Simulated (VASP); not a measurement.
A run of VASP 6.6.1:

File INCAR:

```
PREC = Accurate
ENCUT = 520
EDIFF = 1E-6
ISMEAR = 0
SIGMA = 0.02
LREAL = Auto
LASPH = True
NELM = 150
ALGO = Normal
ISIF = 2
LWAVE = False
LCHARG = False
ISPIN = 2
MAGMOM = 0 0 0 0 0 0 0 0 0 0 0 0 0 0 0 0 1 0 0 0 0 0 0 0 0 0 0 0 0 0 0 0 0
LORBIT = 11
GGA = PE
IVDW = 12
NBANDS = 92
```

The input KPOINTS:

```
Automatic mesh
0
Gamma
  2 2 2
  0.5 0.5 0.5
```

POSCAR

```
B17N16
1.0
   -5.0122276282      2.8938109704      3.2948837601
    0.0000000000     -5.7876219408      3.2948837600
    5.0122276282      2.8938109704      3.2948837601
B N
17 16
Direct
    0.2428928296      0.7379794573      0.9950832024
    0.4892609725      0.4868124672      0.9922055174
    0.7504319315      0.2474020713      1.0029076818
    1.0013915606      0.7445480601      0.2508210047
    1.0033967908      0.9983815058      1.0043689024
    0.2777435421      0.5206226278      0.2759146551
    0.4895405067      0.2369516770      0.2425973461
    0.7511406569      0.7353079073      0.4908077554
    0.7553733101      0.9993325199      0.2536427619
    1.0013268999      0.4952220218      0.4999906223
    0.2431223788      0.2398436916      0.4937611239
    0.5027472092      0.7506501537      0.7663744321
    0.5028432657      1.0108988888      0.5062926262
    0.7551453543      0.4979229011      0.7546382865
    1.0033705746      0.2488348581      0.7539027693
    0.2502463758      0.9983110585      0.7538346064
    0.4832537139      0.6737423003      0.4286559346
    0.5831007017      0.0779564482      0.3339719391
    0.8416707889      0.8365422404      0.3375602448
    0.0765794065      0.5754736568      0.3309842777
    0.3333703088      0.0808982360      0.5867732899
    0.3186268113      0.3096227031      0.3207297225
    0.5915970323      0.8413692236      0.5969549087
    0.8414468314      0.5818281090      0.5918443930
    0.0836203006      0.0796594546      0.8352009952
    0.0835293870      0.3283498458      0.5846397267
    0.3332370290      0.8311237149      0.8362741751
    0.5829314968      0.5782648884      0.8333299818
    0.8348623649      0.0810863051      0.0858411267
    0.8346951930      0.3301702421      0.8364534470
    0.0835873732      0.8291425139      0.0839035546
    0.3180503868      0.5646496158      0.0645192232
    0.5770896752      0.3233185748      0.0788400948
```

Potentials or basis: VASP PAW PBE potentials, release 64 (B, N).

Command:

```sh
$ cat potpaw_PBE.64/B/POTCAR potpaw_PBE.64/N/POTCAR > POTCAR
$ mpirun -np 1 vasp_std > vasp.out
```

Hardware: 1 thread of AMD EPYC 9R45 (Zen 5) (shared host).

Problem. Estimate the wall time of this run.

Solution. It took 7.5 min on 1 thread of AMD EPYC 9R45 (Zen 5), with other jobs on the host, peak memory 0.46 GiB. Counts: scf iterations 17, k points 4.
